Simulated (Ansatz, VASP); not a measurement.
# BN in VASP and in Ansatz

```
CELL_PARAMETERS angstrom
2.61786 0.00000 0.00000
-1.30893 2.26714 0.00000
0.00000 0.00000 4.33454
ATOMIC_POSITIONS crystal
B 0.66667 0.33333 0.00000
B 0.33333 0.66667 0.50000
N 0.66667 0.33333 0.37500
N 0.33333 0.66667 0.87500
```

Alike in both runs: task single point; functional PBE; k mesh 12 × 12 × 6; no spin polarisation.

|  | VASP | Ansatz |
| --- | --- | --- |
| version | VASP 6.6.1 | Ansatz 0.2.0 |
| potentials or method | VASP PAW PBE potentials, release 64 (B, N), cutoff 600 eV | plane waves, PAW |
| occupations | gaussian, width 0.01 eV | fixed |
| valence electrons in the cell | 16 | 16 |

Ansatz gave:

| Property | Result |
| --- | --- |
| pressure (GPa) | -24.2 |
| traceless stress, the component that is largest in VASP (GPa) | -0.75 |

Which values does VASP return?

Pressure (GPa): -24.4; traceless stress, the component that is largest in VASP (GPa): -0.77.
